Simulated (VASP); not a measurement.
A run of VASP 6.6.1 is set up as follows.

The input INCAR:

```
PREC = Accurate
ENCUT = 600
EDIFF = 1E-6
ISMEAR = 0
SIGMA = 0.15
LREAL = False
LASPH = True
NELM = 120
ALGO = Normal
ISIF = 2
LWAVE = False
LCHARG = True
GGA = PE
LELF = True
LVHAR = True
NBANDS = 21
GGA_COMPAT = False
```

The input KPOINTS:

```
Automatic mesh
0
Gamma
  3 3 3
```

The input POSCAR:

```
Be3Te2O
1.0
   -2.5698060024      2.5698060024      4.6038338276
    2.5698060024     -2.5698060024      4.6038338276
    2.5698060024      2.5698060024     -4.6038338276
Be Te O
3 2 1
Direct
    0.7500000000      0.2500000000      0.5000000000
    0.2500000000      0.7500000000      0.5000000000
    0.5000000000      0.5000000000      0.0000000000
    0.7575591575      0.7575591575      0.0000000000
    0.2424408425      0.2424408425      0.0000000000
    0.0000000000      0.0000000000      0.0000000000
```

Potentials or basis: VASP PAW PBE potentials, release 64 (Be, Te, O).

Run with:

```sh
$ cat potpaw_PBE.64/Be/POTCAR potpaw_PBE.64/Te/POTCAR potpaw_PBE.64/O/POTCAR > POTCAR
$ mpirun -np 1 vasp_std > vasp.out
```

Task: What does it give for the band gap on the k mesh?

Result: Zero (bands 12 and 13 overlap by 1.06 eV).

Task: What does it give for the pressure?

Result: 0.3 GPa.

Task: Estimate the largest force.

Result: 0.048 eV/Å.

Forces on the atoms (eV/Å):
```
Be   0.000  0.000  0.000
Be   0.000  0.000  0.000
Be   0.000  0.000  0.000
Te   0.000  0.000  0.048
Te   0.000  0.000 -0.048
O    0.000  0.000  0.000
```

Caveat: the k points lie up to 0.47 Å⁻¹ apart, too coarse for converged energies and pressures of a metal; spin-orbit coupling is left out, which moves the levels of the heavy elements.
